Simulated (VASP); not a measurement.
Here is a VASP 6.6.1 calculation.

File INCAR:

```
PREC = Accurate
ENCUT = 520
EDIFF = 1E-8
ISMEAR = -1
SIGMA = 0.05
LREAL = F
LASPH = T
NELM = 150
ALGO = Normal
ISIF = 2
LWAVE = F
LCHARG = F
ISPIN = 2
MAGMOM = 1 1 1 0
LORBIT = 11
LMAXMIX = 4
LEFG = T
NBANDS = 35
```

Contents of KPOINTS:

```
Automatic mesh
0
Gamma
  8 8 8
```

POSCAR

```
Sc3In
1.0
    4.3948039306      0.0000000000      0.0000000000
    0.0000000000      4.3948039306      0.0000000000
    0.0000000000      0.0000000000      4.3948039306
Sc In
3 1
Direct
    0.5000000000      0.5000000000      0.0000000000
    0.5000000000      0.0000000000      0.5000000000
    0.0000000000      0.5000000000      0.5000000000
    0.0000000000      0.0000000000      0.0000000000
```

Potentials or basis: VASP PAW LDA potentials, release 64 (Sc_sv, In_d).

Launch:

```console
$ cat potpaw_LDA.64/Sc_sv/POTCAR potpaw_LDA.64/In_d/POTCAR > POTCAR
$ mpirun -np 1 vasp_std > vasp.out
```

Question: Estimate the pressure.

Answer: 0.1 GPa.

Question: Predict the band gap on the k mesh.

Answer: Zero (filled and empty bands overlap).

Electric field gradients, principal values (V/Å²):
| atom | least | middle | greatest (by size) |
| --- | --- | --- | --- |
| 1 Sc | -5.386 | -5.386 | 10.773 |
| 2 Sc | -5.386 | -5.386 | 10.773 |
| 3 Sc | -5.386 | -5.386 | 10.773 |
| 4 In | 0.000 | 0.000 | 0.000 |

Caveat: without QUAD_EFG the Cq values of the log hold for a quadrupole moment of 1 mb, not for the nuclei; spin-orbit coupling is left out, which moves the levels of the heavy elements.
